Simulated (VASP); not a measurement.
# Nb (Fm-3m) in VASP: a series of runs

Nb is run at these levels: LDA; tasks: single point.

Everything below comes from runs of VASP 6.6.1. Logs are shortened: lines on timing, memory, paths and dates and some standing lists are left out, and cuts for length are marked.

## Step 1: The cell of the first run

It takes space group Fm-3m (No. 225, cubic). Conventional cell: a = 4.142 Å, b = 4.142 Å, c = 4.142 Å, α = 90.00°, β = 90.00°, γ = 90.00°. Within 3.9 Å of Nb (site symmetry m-3m) lie 12 Nb at 2.93 Å.

## Step 2: Single point, LDA

Input file INCAR:

```
ALGO     = Normal         # electronic algorithm
EDIFF    = 1E-7           # SCF threshold, eV
ENCUT    = 520            # plane-wave cutoff, eV
GGA      = CA             # functional
ISIF     = 2              # what is computed and relaxed
ISMEAR   = -1             # smearing method
LASPH    = True           # aspherical terms in the spheres
LCHARG   = False          # write CHGCAR
LREAL    = False          # projectors in reciprocal space
LWAVE    = False          # write WAVECAR
NBANDS   = 12             # bands
NELM     = 60             # most SCF steps
PREC     = Accurate       # precision mode
SIGMA    = 0.1            # smearing width, eV
```

Input file KPOINTS:

```
k-points
0
Gamma
  13 13 13
```

Input file POSCAR:

```
Nb
1.0
    0.0000000000      2.0711543911      2.0711543911
    2.0711543911      0.0000000000      2.0711543911
    2.0711543911      2.0711543911      0.0000000000
Nb
1
Direct
    0.0000000000      0.0000000000      0.0000000000
```

Potentials or basis: VASP PAW LDA potentials, release 64 (Nb_sv).

The run is started by

```console
$ cat potpaw_LDA.64/Nb_sv/POTCAR > POTCAR
$ mpirun -np 1 vasp_std > vasp.out
```

OUTCAR:

```text
EDIFF = 1E-7
   ENCUT = 520
   GGA = CA
   ISIF = 2
   ISMEAR = -1
   LASPH = True
   LREAL = False
   NELM = 60
   PREC = Accurate

 ion  position               nearest neighbor table
   1  0.000  0.000  0.000-

  LATTYP: Found a face centered cubic cell.
 ALAT       =     4.1423087822

  Lattice vectors:

 A1 = (   0.0000000000,   2.0711543911,   2.0711543911)
 A2 = (   2.0711543911,   0.0000000000,   2.0711543911)
 A3 = (   2.0711543911,   2.0711543911,   0.0000000000)

Analysis of symmetry for initial positions (statically):
=====================================================================
 Subroutine PRICEL returns:
 Original cell was already a primitive cell.

 Routine SETGRP: Setting up the symmetry group for a
 face centered cubic supercell.

 Subroutine GETGRP returns: Found 48 space group operations
 (whereof 48 operations were pure point group operations)
 out of a pool of 48 trial point group operations.

The static configuration has the point symmetry O_h .

Analysis of symmetry for dynamics (positions and initial velocities):
=====================================================================
 Subroutine PRICEL returns:
 Original cell was already a primitive cell.

 Routine SETGRP: Setting up the symmetry group for a
 face centered cubic supercell.

 Subroutine GETGRP returns: Found 48 space group operations
 (whereof 48 operations were pure point group operations)
 out of a pool of 48 trial point group operations.

The dynamic configuration has the point symmetry O_h .

 Subroutine INISYM returns: Found 48 space group operations
 (whereof 48 operations are pure point group operations),
 and found     1 'primitive' translations

----------------------------------------------------------------------------------------

                                     Primitive cell

  volume of cell :      17.7692

  direct lattice vectors                    reciprocal lattice vectors
     0.000000000  2.071154391  2.071154391    -0.241411264  0.241411264  0.241411264
     2.071154391  0.000000000  2.071154391     0.241411264 -0.241411264  0.241411264
     2.071154391  2.071154391  0.000000000     0.241411264  0.241411264 -0.241411264

  length of vectors
     2.929054630  2.929054630  2.929054630     0.418136575  0.418136575  0.418136575

  position of ions in fractional coordinates (direct lattice)
     0.000000000  0.000000000  0.000000000

  ion indices of the primitive-cell ions
   primitive index   ion index
                 1           1

----------------------------------------------------------------------------------------
[... 75 lines left out ...]
   NFREE  =      0    steps in history (QN), initial steepest desc. (CG)
   ISIF   =      2    stress and relaxation
   ISYM   =      2    0-nonsym 1-usesym 2-fastsym
   POTIM  = 0.5000    time-step for ionic-motion
   TEBEG  =    0.0;   TEEND  =   0.0 temperature during run
   PSTRESS=    0.0 pullay stress
   NELECT =      13.0000    total number of electrons
   NUPDOWN=      -1.0000    fix difference up-down
   EMIN   =  10.00;   EMAX   =-10.00  energy-range for DOS
   EFERMI =   0.00;   METHOD = LEGACY
   ISMEAR =    -1;   SIGMA  =   0.10  broadening in eV -4-tet -1-fermi 0-gaus
   EFERMI_NEDOS =   21; number of points for ismear=-14 and -15
   IALGO  =     38    algorithm
   IMIX   =      4    mixing-type and parameters
     AMIX     =   0.40;   BMIX     =  1.00
     AMIX_MAG =   1.60;   BMIX_MAG =  1.00
  volume/ion in A,a.u.               =      17.77       119.91
  Fermi-wavevector in a.u.,A,eV,Ry     =   1.475141  2.787612 29.606827  2.176040
  Thomas-Fermi vector in A             =   2.589826
   LORBIT       =      0    0 simple, 1 ext, 2 COOP (PROOUT), +10 PAW based schemes
   GGA     = CA    functional components
   LHFCALC =     F    Hartree Fock is set to
   AEXX    =    0.0000 exact exchange contribution
   IVDW    =     0    specifies the selected vdW correction
   LEPSILON=     F    determine dielectric tensor
   LRPA    =     F    only Hartree local field effects (RPA)
 non-spin polarized calculation
  energy-cutoff  :      520.00
  volume of cell :       17.77
 maximum number of plane-waves:       531
 NGX is ok and might be reduce to    24
   NGX = 11   NGY = 11   NGZ = 11

 number of electron      13.0000000 magnetization

 Free energy of the ion-electron system (eV)
  ---------------------------------------------------
  ext. energy  EPLUGINS =         0.00000000
  ---------------------------------------------------
  free energy    TOTEN  =       -10.91286023 eV

  energy without entropy =      -10.86132053  energy(sigma->0) =      -10.88709038

 E-fermi :  11.5397     XC(G=0): -12.7868

 val. band max:       11.5019281987   @ k =  -0.3077   0.4615   0.1538
 cond. band min:      11.5468969306   @ k =  -0.4615   0.2308   0.0000
 fundamental gap:      0.0449687319
 Fermi energy:        11.5396654235

 k-point     1 :       0.0000    0.0000    0.0000
  band No.  band energies     occupation
      1     -42.8768      2.00000
      2     -18.3065      2.00000
      3     -18.3065      2.00000
      4     -18.3065      2.00000
      5       5.2249      2.00000
      6      11.5947      0.73144
      7      11.5947      0.73144
      8      11.5947      0.73144
      9      14.3755      0.00000
     10      14.3755      0.00000
     11      23.4774      0.00000
     12      28.4306      0.00000
[... 331 lines left out ...]
 k-point    24 :       0.4615    0.1538    0.0000
  band No.  band energies     occupation
      1     -42.6229      2.00000
      2     -19.5630      2.00000
      3     -18.6541      2.00000
      4     -18.5663      2.00000
      5       8.1865      2.00000
      6      10.4361      1.99997
      7      11.5837      0.78326
      8      12.2691      0.00136
      9      16.6169      0.00000
     10      17.0741      0.00000
     11      22.9195      0.00000
     12      25.4208      0.00000

 [... further k-points ...]
[... 5 lines left out ...]
  --------------------------------------------------------------------------------------
  -------------------------------------------------------------------------------------
  Total       -0.0148490     -0.0148490     -0.0148490      0.0000000      0.0000000      0.0000000
  in kB       -1.3388791     -1.3388791     -1.3388791      0.0000000      0.0000000      0.0000000
  external PRESSURE =      -1.3388791 kB  Pullay stress =       0.0000000 kB

 VOLUME and BASIS-vectors are now :
 -----------------------------------------------------------------------------
  energy-cutoff  :      520.00
  volume of cell :       17.77
      direct lattice vectors                 reciprocal lattice vectors
     0.000000000  2.071154391  2.071154391    -0.241411264  0.241411264  0.241411264
     2.071154391  0.000000000  2.071154391     0.241411264 -0.241411264  0.241411264
     2.071154391  2.071154391  0.000000000     0.241411264  0.241411264 -0.241411264

 POSITION                                       TOTAL-FORCE (eV/Angst)
 -----------------------------------------------------------------------------------
      0.00000      0.00000      0.00000         0.000000      0.000000      0.000000
 -----------------------------------------------------------------------------------
    total drift:                                0.000000      0.000000     -0.000000

  FREE ENERGIE OF THE ION-ELECTRON SYSTEM (eV)
  ---------------------------------------------------
  free  energy   TOTEN  =       -10.9128602272 eV

  energy  without entropy=      -10.8613205311  energy(sigma->0) =      -10.88709038
```

Wall time 11 s (1 thread of Intel Xeon 6975P-C, shared host); peak memory 0.14 GiB.

What came out:

| Item | Value |
| --- | --- |
| Free energy | -10.9129 eV |
| Pressure | -0.1 GPa |

## Step 3: Single point, LDA (volume scaled by 0.88)

Input file INCAR:

```
PREC = Accurate
ENCUT = 520
EDIFF = 1E-6
ISMEAR = -1
SIGMA = 0.1
LREAL = F
LASPH = T
NELM = 60
ALGO = Normal
ISIF = 2
LWAVE = F
LCHARG = T
GGA = CA
LELF = T
LVHAR = T
NBANDS = 12
```

Input file KPOINTS:

```
regular mesh
0
Gamma
  15 15 15
```

Input file POSCAR:

```
Nb
1.0
    0.0000000000      1.9847540553      1.9847540553
    1.9847540553      0.0000000000      1.9847540553
    1.9847540553      1.9847540553      0.0000000000
Nb
1
Direct
    0.0000000000      0.0000000000      0.0000000000
```

Potentials or basis: VASP PAW LDA potentials, release 64 (Nb_sv).

The run is started by

```console
$ cat potpaw_LDA.64/Nb_sv/POTCAR > POTCAR
$ mpirun -np 1 vasp_std > vasp.out
```

Wall time 13 s (1 thread of Intel Xeon 6975P-C, shared host); peak memory 0.14 GiB.

The run converged. Its results:

- Free energy: -10.7465 eV
- Pressure: 28.4 GPa

Levels at points of the mesh, in eV from the Fermi level:
| k point | band 3 | band 4 | band 5 | band 6 | band 7 | band 8 | band 9 | band 10 |
| --- | --- | --- | --- | --- | --- | --- | --- | --- |
| (0.00, 0.00, 0.00) | -29.46 | -29.46 | -6.55 | -0.09 | -0.09 | -0.09 | 3.22 | 3.22 |

## Step 4: Single point, LDA (volume scaled by 0.92)

Input file INCAR:

```
SYSTEM = Nb
PREC = Accurate ; ENCUT = 520
EDIFF = 1E-6 ; ISMEAR = -1
SIGMA = 0.1 ; LREAL = .False.
LASPH = .True. ; NELM = 60
ALGO = Normal ; ISIF = 2
LWAVE = .False. ; LCHARG = .False.
NBANDS = 12
```

Input file KPOINTS:

```
Automatic mesh
0
Gamma
  15 15 15
  0 0 0
```

Input file POSCAR:

```
Nb
1.0
    0.0000000000      2.0143816181      2.0143816181
    2.0143816181      0.0000000000      2.0143816181
    2.0143816181      2.0143816181      0.0000000000
Nb
1
Direct
    0.0000000000      0.0000000000      0.0000000000
```

The run is started by

```console
$ cat potpaw_LDA.64/Nb_sv/POTCAR > POTCAR
$ mpirun -np 1 vasp_std > vasp.out
```

It took 14 s on 1 thread of Intel Xeon 6975P-C, shared host; peak memory 0.14 GiB.

The run converged. Its results:

```yaml
Free_energy: -10.8468 eV
Pressure: 16.9 GPa
```

Levels at points of the mesh, in eV from the Fermi level:
| k point | band 3 | band 4 | band 5 | band 6 | band 7 | band 8 | band 9 | band 10 |
| --- | --- | --- | --- | --- | --- | --- | --- | --- |
| (0.00, 0.00, 0.00) | -29.60 | -29.60 | -6.49 | -0.04 | -0.04 | -0.04 | 3.08 | 3.08 |

## Step 5: Single point, LDA (volume scaled by 0.96)

Input file INCAR:

```
PREC = Accurate
ENCUT = 520
EDIFF = 1E-7
ISMEAR = -1
SIGMA = 0.1
LREAL = False
LASPH = True
NELM = 60
ALGO = Normal
ISIF = 2
LWAVE = False
LCHARG = False
NBANDS = 12
```

Input file KPOINTS:

```
regular mesh
0
Gamma
  15 15 15
```

Input file POSCAR:

```
Nb
1.0
    0.0000000000      2.0431623868      2.0431623868
    2.0431623868      0.0000000000      2.0431623868
    2.0431623868      2.0431623868      0.0000000000
Nb
1
Direct
    0.0000000000      0.0000000000      0.0000000000
```

The run is started by

```console
$ cat potpaw_LDA.64/Nb_sv/POTCAR > POTCAR
$ mpirun -np 1 vasp_std > vasp.out
```

Run time: 15 s. Hardware: 1 thread of Intel Xeon 6975P-C, shared host; peak memory 0.14 GiB.

Results (log left out):

| Property | Result |
| --- | --- |
| Free energy | -10.9005 eV |
| Pressure | 7.3 GPa |

Levels at points of the mesh, in eV from the Fermi level:
```csv
k point,band 4,band 5,band 6,band 7,band 8,band 9
"(0.00, 0.00, 0.00)",-29.74,-6.42,0.00,0.00,0.00,2.95
```

## Step 6: The runs side by side

```csv
cell,k mesh,gap on the mesh (eV),pressure (GPa)
"a = 2.929 Å, angles 60.0°, 1 atom",13 × 13 × 13,none,-0.1
"a = 2.807 Å, angles 60.0°, 1 atom",15 × 15 × 15,none,28.4
"a = 2.849 Å, angles 60.0°, 1 atom",15 × 15 × 15,none,16.9
"a = 2.889 Å, angles 60.0°, 1 atom",15 × 15 × 15,none,7.3
```

Alike in all rows: task single point; level LDA; potentials or basis VASP PAW LDA potentials, release 64 (Nb_sv); no spin polarisation; cutoff (eV) 520; smearing fermi-dirac 0.1 eV.

Absolute energies hang on the potentials; compare differences alone.
